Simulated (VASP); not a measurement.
Write the native input for VASP 6.6.1 that does the following.

```yaml
Task: single point
Functional: revPBE
Potentials_or_basis: VASP PAW PBE potentials, release 64 (K_sv, F)
Cutoff: 520 eV
k_mesh: 8 × 8 × 8
Occupations: gaussian, width 0.05 eV
Spin: no spin polarisation
Dipole_correction: no
Further_INCAR_settings: ALGO = Normal; EDIFF = 1e-06; NBANDS = 15
```

The structure of KF lies in POSCAR:

```
KF
1.0
    0.0000000000      2.7776911311      2.7776911311
    2.7776911311      0.0000000000      2.7776911311
    2.7776911311      2.7776911311      0.0000000000
K F
1 1
Direct
    0.0000000000      0.0000000000      0.0000000000
    0.5000000000      0.5000000000      0.5000000000
```

The input as run:

INCAR

```
SYSTEM = KF
ALGO     = Normal         ! electronic algorithm
EDIFF    = 1E-6           ! SCF threshold, eV
ENCUT    = 520            ! plane-wave cutoff, eV
GGA      = RE             ! functional
ISIF     = 2              ! what is computed and relaxed
ISMEAR   = 0              ! smearing method
LASPH    = .TRUE.         ! aspherical terms in the spheres
LCHARG   = .FALSE.        ! write CHGCAR
LREAL    = .FALSE.        ! projectors in reciprocal space
LWAVE    = .FALSE.        ! write WAVECAR
NBANDS   = 15             ! bands
NELM     = 80             ! most SCF steps
PREC     = Accurate       ! precision mode
SIGMA    = 0.05           ! smearing width, eV
```

KPOINTS

```
k-points
0
G
  8 8 8
  0 0 0
```

Potentials or basis: VASP PAW PBE potentials, release 64 (K_sv, F).

The run is started by

```sh
$ cat potpaw_PBE.64/K_sv/POTCAR potpaw_PBE.64/F/POTCAR > POTCAR
$ mpirun -np 1 vasp_std > vasp.out
```

Results of the run:

- Pressure: 0.0 GPa
- Band gap on the k mesh: 5.90 eV

Caveat: the PAW data sets were made with another functional, which shifts forces and pressure a little.

It took 43 s on 1 thread of Intel Xeon 8259CL, with other jobs on the host, peak memory 0.17 GiB.
